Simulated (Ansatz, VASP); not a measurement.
**One calculation of ScSn3Se, two programs**

Contents of INCAR:

```
SYSTEM = ScSn3Se
PREC     = Accurate       ! precision mode
ENCUT    = 520            ! plane-wave cutoff, eV
EDIFF    = 1E-7           ! SCF threshold, eV
ISMEAR   = 0              ! smearing method
SIGMA    = 0.1            ! smearing width, eV
LREAL    = .False.        ! projectors in reciprocal space
LASPH    = .True.         ! aspherical terms in the spheres
NELM     = 150            ! most SCF steps
ALGO     = Normal         ! electronic algorithm
ISIF     = 2              ! what is computed and relaxed
LWAVE    = .False.        ! write WAVECAR
LCHARG   = .True.         ! write CHGCAR
ISPIN    = 2              ! spin polarisation
MAGMOM   = 1 0 0 0 0      ! initial moments
LORBIT   = 11             ! projections on sites
LMAXMIX  = 4              ! l up to which the mixer works
GGA      = PE             ! functional
LELF     = .True.         ! ELF
LVHAR    = .True.       
NBANDS   = 42             ! bands
```

Contents of KPOINTS:

```
Automatic mesh
0
Gamma
  4 4 4
  0 0 0
```

Contents of POSCAR:

```
ScSn3Se
1.0
    5.5467907374      0.0000000000      0.0000000000
    0.0000000000      5.5467907374      0.0000000000
    0.0000000000      0.0000000000      5.5467907374
Sc Sn Se
1 3 1
Direct
    0.5000000000      0.5000000000      0.5000000000
    0.0000000000      0.5000000000      0.5000000000
    0.5000000000      0.0000000000      0.5000000000
    0.5000000000      0.5000000000      0.0000000000
    0.0000000000      0.0000000000      0.0000000000
```

Input for Ansatz:

```yaml
crystal:
  lattice:
    - [5.5467907374, 0.0, 0.0]
    - [0.0, 5.5467907374, 0.0]
    - [0.0, 0.0, 5.5467907374]
  atoms:
    - { symbol: Sc, position: [0.5, 0.5, 0.5], spin: 1.0 }
    - { symbol: Sn, position: [0.0, 0.5, 0.5] }
    - { symbol: Sn, position: [0.5, 0.0, 0.5] }
    - { symbol: Sn, position: [0.5, 0.5, 0.0] }
    - { symbol: Se, position: [0.0, 0.0, 0.0] }
basis:
  ecutwfc: 420
kpoints:
  mp_grid: { grid: [4, 4, 4] }
hamiltonian:
  xc: pbe
scf:
  occupations: { method: gaussian, width: 0.1 }
  lower_state_search: "off"
output:
  forces: true
  stress: true
  eigenvalues: true
  populations: true
magnetization:
  spin_polarized: true
```

Alike in both runs: task single point; functional PBE; k mesh 4 × 4 × 4; occupations gaussian, width 0.1 eV; collinear spin.

|  | VASP | Ansatz |
| --- | --- | --- |
| version | VASP 6.6.1 | Ansatz 0.2.0 |
| potentials or method | VASP PAW PBE potentials, release 64 (Sc_sv, Sn_d, Se), cutoff 520 eV | scalar-relativistic, plane waves, PAW |
| valence electrons in the cell | 59 | 69 |

|  | VASP | Ansatz | Ansatz less VASP |
| --- | --- | --- | --- |
| gap on the k mesh at the Fermi level (eV) | none | none | - |
| pressure (GPa) | 0.2 | 0.2 | +0.01 |
| net moment per atom (μB) | 0.00 | 0.00 | 0.000 |

A gap of «none» marks a metal or a gap that the smearing closes. With one functional, cell and mesh, what is left measures potentials, basis and numerics. VASP's potentials hold 59 valence electrons a cell and Ansatz's 69, so a difference there can come from the potentials and not from the codes. Ansatz's warnings: seeded moment not kept.
